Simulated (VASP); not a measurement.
# RuC4 (P-3m1) in VASP: a series of runs

RuC4 is run at these levels: PBE; tasks: single point, relaxation of cell and atoms.

Everything below comes from runs of VASP 6.6.1. Logs are shortened: lines on timing, memory, paths and dates and some standing lists are left out, and cuts for length are marked.

### Step 1. The cell of the first run

The structure is trigonal, space group P-3m1 (No. 164). Conventional cell: a = 2.710 Å, b = 2.710 Å, c = 6.186 Å, α = 90.00°, β = 90.00°, γ = 120.00°. Ru (site symmetry -3m) has 6 C at 2.07 Å within 2.7 Å. C (site symmetry 3m) has 1 C at 1.47 Å within 2.0 Å. Within 2.0 Å of C (site symmetry 3m) lie 4 C at 1.47 to 1.65 Å.

### Step 2. Single point, PBE

INCAR

```
PREC = Accurate
ENCUT = 520
EDIFF = 1E-6
ISMEAR = 0
SIGMA = 0.1
LREAL = F
LASPH = T
NELM = 80
ALGO = Normal
ISIF = 2
LWAVE = F
LCHARG = F
GGA = PE
NBANDS = 23
```

KPOINTS

```
regular mesh
0
Gamma
  6 6 2
```

POSCAR

```
RuC4
1.0
    2.7096335326      0.0000000000      0.0000000000
   -1.3548167663      2.3466114742      0.0000000000
    0.0000000000      0.0000000000      6.1855396188
Ru C
1 4
Direct
    0.0000000000      0.0000000000      0.0000000000
    0.3333333333      0.6666666667      0.7808597941
    0.3333333333      0.6666666667      0.5435308847
    0.6666666667      0.3333333333      0.2191402059
    0.6666666667      0.3333333333      0.4564691153
```

Potentials or basis: VASP PAW PBE potentials, release 64 (Ru_pv, C).

Started as:

```bash
$ cat potpaw_PBE.64/Ru_pv/POTCAR potpaw_PBE.64/C/POTCAR > POTCAR
$ mpirun -np 1 vasp_std > vasp.out
```

OUTCAR:

```text
PREC = Accurate
   ENCUT = 520
   EDIFF = 1E-6
   ISMEAR = 0
   LREAL = F
   LASPH = T
   NELM = 80
   ISIF = 2
   GGA = PE

 ion  position               nearest neighbor table
   1  0.000  0.000  0.000-   2 2.07   4 2.07   4 2.07   2 2.07   4 2.07   2 2.07
   2  0.333  0.667  0.781-   3 1.47   1 2.07   1 2.07   1 2.07
   3  0.333  0.667  0.544-   2 1.47   5 1.65   5 1.65   5 1.65
   4  0.667  0.333  0.219-   5 1.47   1 2.07   1 2.07   1 2.07
   5  0.667  0.333  0.456-   4 1.47   3 1.65   3 1.65   3 1.65

  LATTYP: Found a hexagonal cell.
 ALAT       =     2.7096335326
 C/A-ratio  =     2.2827956417

  Lattice vectors:

 A1 = (   2.7096335326,   0.0000000000,   0.0000000000)
 A2 = (  -1.3548167663,   2.3466114742,   0.0000000000)
 A3 = (   0.0000000000,   0.0000000000,   6.1855396188)

Analysis of symmetry for initial positions (statically):
=====================================================================
 Subroutine PRICEL returns:
 Original cell was already a primitive cell.

 Routine SETGRP: Setting up the symmetry group for a
 hexagonal supercell.

 Subroutine GETGRP returns: Found 12 space group operations
 (whereof 12 operations were pure point group operations)
 out of a pool of 24 trial point group operations.

The static configuration has the point symmetry D_3d.

Analysis of symmetry for dynamics (positions and initial velocities):
=====================================================================
 Subroutine PRICEL returns:
 Original cell was already a primitive cell.

 Routine SETGRP: Setting up the symmetry group for a
 hexagonal supercell.

 Subroutine GETGRP returns: Found 12 space group operations
 (whereof 12 operations were pure point group operations)
 out of a pool of 24 trial point group operations.

The dynamic configuration has the point symmetry D_3d.

 Subroutine INISYM returns: Found 12 space group operations
 (whereof 12 operations are pure point group operations),
 and found     1 'primitive' translations

----------------------------------------------------------------------------------------

                                     Primitive cell

  volume of cell :      39.3305

  direct lattice vectors                    reciprocal lattice vectors
[... 79 lines left out ...]
   LASPH  =      T    aspherical Exc in radial PAW
   ENCUT  =  520.0 eV  38.22 Ry    6.18 a.u.   5.04  5.04 11.50*2*pi/ulx,y,z
   NELM   =     80;   NELMIN=  2; NELMDL= -5     # of ELM steps
   EDIFF  = 0.1E-05   stopping-criterion for ELM
   LREAL  =      F    real-space projection
   EDIFFG = 0.1E-04   stopping-criterion for IOM
   NSW    =      0    number of steps for IOM
   IBRION =     -1    ionic relax: 0-MD 1-quasi-New 2-CG
   NFREE  =      0    steps in history (QN), initial steepest desc. (CG)
   ISIF   =      2    stress and relaxation
   ISYM   =      2    0-nonsym 1-usesym 2-fastsym
   POTIM  = 0.5000    time-step for ionic-motion
   TEBEG  =    0.0;   TEEND  =   0.0 temperature during run
   PSTRESS=    0.0 pullay stress
   NELECT =      30.0000    total number of electrons
   NUPDOWN=      -1.0000    fix difference up-down
   EMIN   =  10.00;   EMAX   =-10.00  energy-range for DOS
   EFERMI =   0.00;   METHOD = LEGACY
   ISMEAR =     0;   SIGMA  =   0.10  broadening in eV -4-tet -1-fermi 0-gaus
   EFERMI_NEDOS =   21; number of points for ismear=-14 and -15
   IALGO  =     38    algorithm
   IMIX   =      4    mixing-type and parameters
     AMIX     =   0.40;   BMIX     =  1.00
     AMIX_MAG =   1.60;   BMIX_MAG =  1.00
  volume/ion in A,a.u.               =       7.87        53.08
  Fermi-wavevector in a.u.,A,eV,Ry     =   1.495795  2.826643 30.441720  2.237403
  Thomas-Fermi vector in A             =   2.607894
   LORBIT       =      0    0 simple, 1 ext, 2 COOP (PROOUT), +10 PAW based schemes
   GGA     = PE    functional components
   LHFCALC =     F    Hartree Fock is set to
   AEXX    =    0.0000 exact exchange contribution
   IVDW    =     0    specifies the selected vdW correction
   LEPSILON=     F    determine dielectric tensor
   LRPA    =     F    only Hartree local field effects (RPA)
 non-spin polarized calculation
 Gauss-broadening in eV      SIGMA  =   0.10
  energy-cutoff  :      520.00
  volume of cell :       39.33
 maximum number of plane-waves:      1071
   NGX = 11   NGY = 11   NGZ = 23

 number of electron      29.9999996 magnetization

 Free energy of the ion-electron system (eV)
  ---------------------------------------------------
  ext. energy  EPLUGINS =         0.00000000
  ---------------------------------------------------
  free energy    TOTEN  =       -42.65029872 eV

  energy without entropy =      -42.64281875  energy(sigma->0) =      -42.64655874

 E-fermi :  10.8045     XC(G=0): -13.1347

 val. band max:       10.1292924433   @ k =   0.3333   0.3333   0.0000
 cond. band min:      10.8267457753   @ k =   0.5000  -0.0000   0.0000
 fundamental gap:      0.6974533320
 Fermi energy:        10.8044861084

 k-point     1 :       0.0000    0.0000    0.0000
  band No.  band energies     occupation
      1     -33.6201      2.00000
      2     -33.2110      2.00000
      3     -33.2110      2.00000
      4      -9.2215      2.00000
      5      -4.6575      2.00000
      6      -2.5977      2.00000
[... 353 lines left out ...]
     22      20.0405      0.00000
     23      20.0405      0.00000

------------------------ aborting loop because EDIFF is reached ----------------------------------------

  FORCE on cell =-STRESS in cart. coord.  units (eV):
  Direction    XX          YY          ZZ          XY          YZ          ZX
  --------------------------------------------------------------------------------------
  -------------------------------------------------------------------------------------
  Total       -0.0316147     -0.0316147      0.0445306     -0.0000000      0.0000000     -0.0000000
  in kB       -1.2878647     -1.2878647      1.8140089     -0.0000000      0.0000000     -0.0000000
  external PRESSURE =      -0.2539068 kB  Pullay stress =       0.0000000 kB

 VOLUME and BASIS-vectors are now :
 -----------------------------------------------------------------------------
  energy-cutoff  :      520.00
  volume of cell :       39.33
      direct lattice vectors                 reciprocal lattice vectors
     2.709633533  0.000000000  0.000000000     0.369053596  0.213073193  0.000000000
    -1.354816766  2.346611474  0.000000000     0.000000000  0.426146386  0.000000000
     0.000000000  0.000000000  6.185539619     0.000000000  0.000000000  0.161667383

 POSITION                                       TOTAL-FORCE (eV/Angst)
 -----------------------------------------------------------------------------------
      0.00000      0.00000      0.00000        -0.000000      0.000000      0.000000
     -0.00000      1.56441      4.83004        -0.000000     -0.000000     -0.002538
     -0.00000      1.56441      3.36203         0.000000      0.000000     -0.047073
      1.35482      0.78220      1.35550         0.000000      0.000000      0.002538
      1.35482      0.78220      2.82351        -0.000000      0.000000      0.047073
 -----------------------------------------------------------------------------------
    total drift:                                0.000000     -0.000000      0.000000

  FREE ENERGIE OF THE ION-ELECTRON SYSTEM (eV)
  ---------------------------------------------------
  free  energy   TOTEN  =       -42.6502987237 eV

  energy  without entropy=      -42.6428187476  energy(sigma->0) =      -42.64655874
```

It took 7.1 s on 1 thread of Intel Xeon 6975P-C (Granite Rapids), shared host; peak memory 0.15 GiB.

What came out:

```yaml
Free_energy: -42.6503 eV
Pressure: 0.0 GPa
Largest_force: 0.047 eV/Å
Band_gap_on_the_k_mesh: zero (band 15 reaches 10.88 eV, above the bottom of band 16 at 10.13 eV)
```

Forces in eV/Å, atoms in the order of the input:
```
Ru   0.000  0.000  0.000
C    0.000  0.000 -0.003
C    0.000  0.000 -0.047
C    0.000  0.000  0.003
C    0.000  0.000  0.047
```

Levels at points of the mesh, in eV from the Fermi level:
| k point | band 12 | band 13 | band 14 | band 15 | band 16 | band 17 | band 18 | band 19 |
| --- | --- | --- | --- | --- | --- | --- | --- | --- |
| (0.00, 0.00, 0.00) | -3.40 | -2.91 | -2.16 | -2.16 | 0.28 | 0.28 | 4.31 | 5.18 |
| (0.50, 0.00, 0.00) | -4.97 | -4.79 | -3.32 | 0.02 | 0.74 | 1.58 | 3.29 | 3.54 |
| (0.00, 0.00, 0.50) | -3.81 | -3.71 | -2.30 | -2.30 | 2.24 | 2.24 | 2.46 | 2.46 |
| (0.50, 0.00, 0.50) | -4.16 | -4.00 | -3.84 | -0.83 | 0.02 | 1.33 | 3.34 | 4.22 |

Caveat: the k points lie up to 0.51 Å⁻¹ apart.

[end of part 1 of 3]
